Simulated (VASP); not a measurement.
A run of VASP 6.6.1 is set up as follows.

INCAR

```
SYSTEM = TaN
ALGO     = Normal         ! electronic algorithm
EDIFF    = 1E-6           ! SCF threshold, eV
EDIFFG   = -0.002         ! ionic threshold
ENCUT    = 600            ! plane-wave cutoff, eV
GGA      = PS             ! functional
IBRION   = 2              ! ionic algorithm
ISIF     = 3              ! what is computed and relaxed
ISMEAR   = -1             ! smearing method
LASPH    = .TRUE.         ! aspherical terms in the spheres
LCHARG   = .FALSE.        ! write CHGCAR
LREAL    = .FALSE.        ! projectors in reciprocal space
LWAVE    = .FALSE.        ! write WAVECAR
NELM     = 80             ! most SCF steps
NSW      = 100            ! ionic steps
PREC     = Accurate       ! precision mode
PSTRESS  = 10.0         
SIGMA    = 0.05           ! smearing width, eV
```

KPOINTS

```
k-points
0
G
  18 18 16
  0 0 0
```

File POSCAR:

```
TaN
1.0
    2.9239649421      0.0000000000      0.0000000000
   -1.4619824711      2.5322279197      0.0000000000
    0.0000000000      0.0000000000      2.8707764763
Ta N
1 1
Direct
    0.0000000000      0.0000000000      0.5000000000
    0.6666666667      0.3333333333      0.0000000000
```

Potentials or basis: VASP PAW PBE potentials, release 64 (Ta_pv, N).

The run is started by

```bash
$ cat potpaw_PBE.64/Ta_pv/POTCAR potpaw_PBE.64/N/POTCAR > POTCAR
$ mpirun -np 1 vasp_std > vasp.out
```

(1) Estimate the relaxed volume.

(2) Predict the band gap on the k mesh.

(3) Predict the relaxed cell.

(4) What does it give for the space group after relaxing (to 0.1 Å)?

## Answers

(1) 10.62 Å³/atom.

(2) zero (bands 8 and 9 overlap by 0.43 eV).

(3) a = 2.923 Å, b = 2.923 Å, c = 2.871 Å, α = 90.00°, β = 90.00°, γ = 120.00°.

(4) P-6m2 (No. 187).

Caveat: the cell is relaxed towards a set pressure, so the run minimises the enthalpy, not the energy; the PAW data sets were made with another functional, which shifts forces and pressure a little; spin-orbit coupling is left out, which moves the levels of the heavy elements.
